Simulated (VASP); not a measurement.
# BeTeSe3 (P1) in VASP: single point with PBEsol

Aim: the single point of BeTeSe3 with PBEsol.

Program: VASP 6.6.1. These are calculated values, not measurements. Logs are shortened: lines on timing, memory, paths and dates and some standing lists are left out, and cuts for length are marked.

## Step 1: The cell of the first run

The typed cell holds 10 atoms: a = 11.195 Å, b = 5.571 Å, c = 5.479 Å, α = 87.91°, β = 80.55°, γ = 100.27°.

## Step 2: Single point, PBEsol

The input, INCAR:

```
  ALGO = Normal
  EDIFF = 1E-6
  ENCUT = 520
  GGA = PS
  ISIF = 2
  ISMEAR = -1
  LASPH = T
  LCHARG = T
  LELF = T
  LREAL = F
  LVHAR = T
  LWAVE = F
  NBANDS = 37
  NELM = 60
  PREC = Accurate
  SIGMA = 0.05
```

The input, KPOINTS:

```
k-points
0
Gamma
  2 4 4
```

The input, POSCAR:

```
BeTeSe3
1.0
   11.1119428404     -1.0042489872      0.9131816184
   -0.5097101945      5.5465276916      0.1213600261
    0.4689651970      0.1242047072      5.4576716940
Be Te Se
2 2 6
Direct
    0.0108876911     -0.0955922579      0.3727846616
    0.5031591459     -0.4149159247      0.1399878638
    0.2047899212      0.5000873678      0.4036933143
    0.7191018254      0.6109357704      0.4199139924
    0.0146442044      0.5550928714      0.2233651352
    0.1567938219      0.0526401536      0.5618879193
    0.3413210591      0.5317378305     -0.0219266177
    0.5109694582      0.7448004757      0.4913809416
    0.8473084192      0.0414209871      0.3465788651
    0.6703857602      0.4675559505     -0.0030322775
```

Potentials or basis: VASP PAW PBE potentials, release 64 (Be, Te, Se).

Started as:

```sh
> cat potpaw_PBE.64/Be/POTCAR potpaw_PBE.64/Te/POTCAR potpaw_PBE.64/Se/POTCAR > POTCAR
> mpirun -np 1 vasp_std > vasp.out
```

OUTCAR:

```text
EDIFF = 1E-6
   ENCUT = 520
   GGA = PS
   ISIF = 2
   ISMEAR = -1
   LASPH = T
   LREAL = F
   NELM = 60
   PREC = Accurate

 ion  position               nearest neighbor table
   1  0.011  0.904  0.373-   9 2.13   6 2.14   5 2.14
   2  0.503  0.585  0.140-   7 2.12  10 2.13   8 2.16
   3  0.205  0.500  0.404-   6 2.54   5 2.55   7 2.55
   4  0.719  0.611  0.420-   8 2.55   9 2.55  10 2.59  10 3.17
   5  0.015  0.555  0.223-   1 2.14   3 2.55
   6  0.157  0.053  0.562-   1 2.14   3 2.54
   7  0.341  0.532  0.978-   2 2.12   3 2.55
   8  0.511  0.745  0.491-   2 2.16   4 2.55
   9  0.847  0.041  0.347-   1 2.13   4 2.55
  10  0.670  0.468  0.997-   2 2.13   4 2.59   4 3.17

  LATTYP: Found a triclinic cell.
 ALAT       =    11.5805832893
 B/A-ratio  =     0.4810829254
 C/A-ratio  =     0.4731360241
 COS(alpha) =     0.0364351553
 COS(beta)  =     0.1762339841
 COS(gamma) =     0.3086791967

  Lattice vectors:

 A1 = (  10.6022326459,   4.5422787044,   1.0345416445)
 A2 = (  -0.5097101945,   5.5465276916,   0.1213600261)
 A3 = (   0.4689651970,   0.1242047072,   5.4576716940)

Analysis of symmetry for initial positions (statically):
=====================================================================
 Subroutine PRICEL returns:
 Original cell was already a primitive cell.

 Routine SETGRP: Setting up the symmetry group for a
 triclinic supercell.

 Subroutine GETGRP returns: Found  1 space group operations
 (whereof  1 operations were pure point group operations)
 out of a pool of  2 trial point group operations.

The static configuration has the point symmetry C_1 .

Analysis of symmetry for dynamics (positions and initial velocities):
=====================================================================
 Subroutine PRICEL returns:
 Original cell was already a primitive cell.

 Routine SETGRP: Setting up the symmetry group for a
 triclinic supercell.

 Subroutine GETGRP returns: Found  1 space group operations
 (whereof  1 operations were pure point group operations)
 out of a pool of  2 trial point group operations.

The dynamic configuration has the point symmetry C_1 .

 Subroutine INISYM returns: Found  1 space group operations
 (whereof  1 operations are pure point group operations),
 and found     1 'primitive' translations

----------------------------------------------------------------------------------------

                                     Primitive cell

  volume of cell :     330.9196

  direct lattice vectors                    reciprocal lattice vectors
    11.111942840 -1.004248987  0.913181618     0.091430221  0.008578351 -0.008051613
    -0.509710194  5.546527692  0.121360026     0.016905262  0.181968920 -0.005593846
     0.468965197  0.124204707  5.457671694    -0.015674087 -0.005481705  0.184699907

  length of vectors
    11.194538418  5.571220887  5.479191134     0.092184065  0.182838089  0.185444821

  position of ions in fractional coordinates (direct lattice)
     0.010887691  0.904407742  0.372784662
     0.503159146  0.585084075  0.139987864
     0.204789921  0.500087368  0.403693314
     0.719101825  0.610935770  0.419913992
     0.014644204  0.555092871  0.223365135
     0.156793822  0.052640154  0.561887919
     0.341321059  0.531737830  0.978073382
     0.510969458  0.744800476  0.491380942
     0.847308419  0.041420987  0.346578865
     0.670385760  0.467555950  0.996967723

  ion indices of the primitive-cell ions
   primitive index   ion index
                 1           1
                 2           2
                 3           3
                 4           4
                 5           5
                 6           6
                 7           7
                 8           8
                 9           9
                10          10

----------------------------------------------------------------------------------------

 KPOINTS: k-points

Automatic generation of k-mesh.
 Grid dimensions read from file:
 generate k-points for:    2    4    4

 Generating k-lattice:

  Cartesian coordinates                     Fractional coordinates (reciprocal lattice)
     0.045715110  0.004289175 -0.004025807     0.500000000  0.000000000 -0.000000000
     0.004226315  0.045492230 -0.001398462     0.000000000  0.250000000  0.000000000
    -0.003918522 -0.001370426  0.046174977    -0.000000000 -0.000000000  0.250000000

  Length of vectors
     0.046092032  0.045709522  0.046361205

  Shift w.r.t. Gamma in fractional coordinates (k-lattice)
     0.000000000  0.000000000  0.000000000

 Subroutine IBZKPT returns following result:
 ===========================================

 Found     20 irreducible k-points:

 Following reciprocal coordinates:
            Coordinates               Weight
  0.000000  0.000000  0.000000      1.000000
  0.500000  0.000000 -0.000000      1.000000
 -0.000000  0.250000 -0.000000      2.000000
  0.500000  0.250000 -0.000000      2.000000
 -0.000000  0.500000 -0.000000      1.000000
  0.500000  0.500000  0.000000      1.000000
[... 12 lines left out ...]
 -0.000000  0.500000  0.500000      1.000000
  0.500000  0.500000  0.500000      1.000000
   k-points           NKPTS =     20   k-points in BZ     NKDIM =     20   number of bands    NBANDS=     37
   number of dos      NEDOS =    301   number of ions     NIONS =     10
   total plane-waves  NPLWV = 148176
   dimension x,y,z NGX =    84 NGY =   42 NGZ =   42
   dimension x,y,z NGXF=   168 NGYF=   84 NGZF=   84
   ions per type =               2   2   6
   NGX,Y,Z   is equivalent  to a cutoff of  12.47, 12.53, 12.74 a.u.
   NGXF,Y,Z  is equivalent  to a cutoff of  24.95, 25.07, 25.49 a.u.
 SYSTEM =  unknown system
   PREC   = accura    normal or accurate (medium, high low for compatibility)
   ISTART =      0    job   : 0-new  1-cont  2-samecut
   ICHARG =      2    charge: 1-file 2-atom 10-const
   ISPIN  =      1    spin polarized calculation?
   LNONCOLLINEAR =      F non collinear calculations
   LSORBIT =      F    spin-orbit coupling
   LASPH  =      T    aspherical Exc in radial PAW
   ENCUT  =  520.0 eV  38.22 Ry    6.18 a.u.  20.81 10.36 10.19*2*pi/ulx,y,z
   NELM   =     60;   NELMIN=  2; NELMDL= -5     # of ELM steps
   EDIFF  = 0.1E-05   stopping-criterion for ELM
   LREAL  =      F    real-space projection
   EDIFFG = 0.1E-04   stopping-criterion for IOM
   NSW    =      0    number of steps for IOM
   IBRION =     -1    ionic relax: 0-MD 1-quasi-New 2-CG
   NFREE  =      0    steps in history (QN), initial steepest desc. (CG)
   ISIF   =      2    stress and relaxation
   ISYM   =      2    0-nonsym 1-usesym 2-fastsym
   POTIM  = 0.5000    time-step for ionic-motion
   TEBEG  =    0.0;   TEEND  =   0.0 temperature during run
   PSTRESS=    0.0 pullay stress
   NELECT =      52.0000    total number of electrons
   NUPDOWN=      -1.0000    fix difference up-down
   EMIN   =  10.00;   EMAX   =-10.00  energy-range for DOS
   EFERMI =   0.00;   METHOD = LEGACY
   ISMEAR =    -1;   SIGMA  =   0.05  broadening in eV -4-tet -1-fermi 0-gaus
   EFERMI_NEDOS =   21; number of points for ismear=-14 and -15
   IALGO  =     38    algorithm
   IMIX   =      4    mixing-type and parameters
     AMIX     =   0.40;   BMIX     =  1.00
     AMIX_MAG =   1.60;   BMIX_MAG =  1.00
  volume/ion in A,a.u.               =      33.09       223.32
  Fermi-wavevector in a.u.,A,eV,Ry     =   0.883422  1.669426 10.618466  0.780435
  Thomas-Fermi vector in A             =   2.004186
   LORBIT       =      0    0 simple, 1 ext, 2 COOP (PROOUT), +10 PAW based schemes
   GGA     = PS    functional components
   LHFCALC =     F    Hartree Fock is set to
   AEXX    =    0.0000 exact exchange contribution
   IVDW    =     0    specifies the selected vdW correction
   LEPSILON=     F    determine dielectric tensor
   LRPA    =     F    only Hartree local field effects (RPA)
 non-spin polarized calculation
  energy-cutoff  :      520.00
  volume of cell :      330.92
 maximum number of plane-waves:      8946
 NGX is ok and might be reduce to    84
   NGX = 41   NGY = 21   NGZ = 21

 number of electron      51.9999997 magnetization

 Free energy of the ion-electron system (eV)
  ---------------------------------------------------
  ext. energy  EPLUGINS =         0.00000000
  ---------------------------------------------------
  free energy    TOTEN  =       -39.08536575 eV

  energy without entropy =      -39.08535443  energy(sigma->0) =      -39.08536009

 E-fermi :   1.4344     XC(G=0):  -7.6000

 val. band max:        0.9404162763   @ k =   0.5000   0.2500   0.5000
 cond. band min:       1.8890981372   @ k =   0.0000   0.0000   0.0000
 fundamental gap:      0.9486818608
 Fermi energy:         1.4343884731

 k-point     1 :       0.0000    0.0000    0.0000
  band No.  band energies     occupation
      1     -13.3144      2.00000
      2     -12.9512      2.00000
      3     -11.7934      2.00000
      4     -11.1855      2.00000
      5     -11.0068      2.00000
      6     -10.8605      2.00000
[... 29 lines left out ...]
     36       6.5888      0.00000
     37       6.7456      0.00000

 k-point     2 :       0.5000    0.0000   -0.0000
  band No.  band energies     occupation
      1     -13.1935      2.00000
      2     -13.1329      2.00000
      3     -11.4932      2.00000
      4     -11.3737      2.00000
      5     -11.0507      2.00000
      6     -10.8933      2.00000
[... 29 lines left out ...]
     36       5.8239      0.00000
     37       7.0244      0.00000

 k-point     3 :      -0.0000    0.2500   -0.0000
  band No.  band energies     occupation
      1     -13.2257      2.00000
      2     -12.9032      2.00000
      3     -11.7159      2.00000
      4     -11.3178      2.00000
      5     -11.1247      2.00000
      6     -10.8661      2.00000
[... 29 lines left out ...]
     36       6.3528      0.00000
     37       7.0054      0.00000

 k-point     4 :       0.5000    0.2500   -0.0000
  band No.  band energies     occupation
      1     -13.1423      2.00000
      2     -13.0290      2.00000
      3     -11.5703      2.00000
      4     -11.2928      2.00000
      5     -11.2216      2.00000
      6     -10.9036      2.00000
[... 29 lines left out ...]
     36       6.4115      0.00000
     37       6.8217      0.00000
[... 523 lines left out ...]
      1     -13.0030      2.00000
      2     -12.8491      2.00000
      3     -11.5609      2.00000
      4     -11.3654      2.00000
      5     -11.2429      2.00000
      6     -11.0466      2.00000
[... 29 lines left out ...]
     36       6.6143      0.00000
     37       6.8809      0.00000

 k-point    19 :      -0.0000    0.5000    0.5000
  band No.  band energies     occupation
      1     -12.8909      2.00000
      2     -12.7898      2.00000
      3     -11.5484      2.00000
      4     -11.4025      2.00000
      5     -11.3167      2.00000
      6     -11.0994      2.00000
[... 29 lines left out ...]
     36       6.8770      0.00000
     37       7.0851      0.00000

 k-point    20 :       0.5000    0.5000    0.5000
  band No.  band energies     occupation
      1     -12.8603      2.00000
      2     -12.8221      2.00000
      3     -11.5456      2.00000
      4     -11.4153      2.00000
      5     -11.3323      2.00000
      6     -11.0752      2.00000
[... 29 lines left out ...]
     36       6.6500      0.00000
     37       6.8829      0.00000

------------------------ aborting loop because EDIFF is reached ----------------------------------------

  FORCE on cell =-STRESS in cart. coord.  units (eV):
  Direction    XX          YY          ZZ          XY          YZ          ZX
  --------------------------------------------------------------------------------------
  -------------------------------------------------------------------------------------
  Total        0.3270378      0.2376587      0.2540885     -0.0253316      0.0528800      0.0547451
  in kB        1.5833831      1.1506463      1.2301927     -0.1226452      0.2560234      0.2650532
  external PRESSURE =       1.3214073 kB  Pullay stress =       0.0000000 kB

 VOLUME and BASIS-vectors are now :
 -----------------------------------------------------------------------------
  energy-cutoff  :      520.00
  volume of cell :      330.92
      direct lattice vectors                 reciprocal lattice vectors
    11.111942840 -1.004248987  0.913181618     0.091430221  0.008578351 -0.008051613
    -0.509710194  5.546527692  0.121360026     0.016905262  0.181968920 -0.005593846
     0.468965197  0.124204707  5.457671694    -0.015674087 -0.005481705  0.184699907

 POSITION                                       TOTAL-FORCE (eV/Angst)
 -----------------------------------------------------------------------------------
     -0.16518      5.05169      2.15424         0.004143      0.001986     -0.001979
      5.35850      2.75728      1.29449         0.001423     -0.006120      0.001212
      2.21003      2.61823      2.45093         0.015047      0.025942      0.039116
      7.87614      2.71857      3.02257         0.023947     -0.035182      0.026412
     -0.01546      3.09187      1.29979        -0.024481     -0.019606     -0.024154
      1.97896      0.20430      3.21617         0.014378     -0.022062      0.021442
      3.98039      2.72801      5.71422        -0.010678     -0.003432     -0.042961
      5.52867      3.67895      3.23879        -0.025756      0.028327      0.026326
      9.55666     -0.57812      2.67029        -0.014944      0.045068     -0.007582
      7.67851      2.04391      6.11005         0.016921     -0.014922     -0.037832
 -----------------------------------------------------------------------------------
    total drift:                               -0.000720      0.000059      0.000492

  FREE ENERGIE OF THE ION-ELECTRON SYSTEM (eV)
  ---------------------------------------------------
  free  energy   TOTEN  =       -39.0853657539 eV

  energy  without entropy=      -39.0853544259  energy(sigma->0) =      -39.08536009
```

Wall time 8.4 min (1 thread of Intel Xeon 8259CL, shared host); peak memory 0.49 GiB.

Results:

```yaml
Free_energy: -39.0854 eV
Pressure: 0.1 GPa
Largest_force: 0.050 eV/Å
Band_gap_on_the_k_mesh: 0.95 eV (least direct gap 1.25 eV)
```

Forces on the atoms (eV/Å):
```
Be   0.004  0.002 -0.002
Be   0.001 -0.006  0.001
Te   0.015  0.026  0.039
Te   0.024 -0.035  0.026
Se  -0.024 -0.020 -0.024
Se   0.014 -0.022  0.021
Se  -0.011 -0.003 -0.043
Se  -0.026  0.028  0.026
Se  -0.015  0.045 -0.008
Se   0.017 -0.015 -0.038
```

Caveat: the PAW data sets were made with another functional, which shifts forces and pressure a little; spin-orbit coupling is left out, which moves the levels of the heavy elements. A k mesh can miss the band edges.
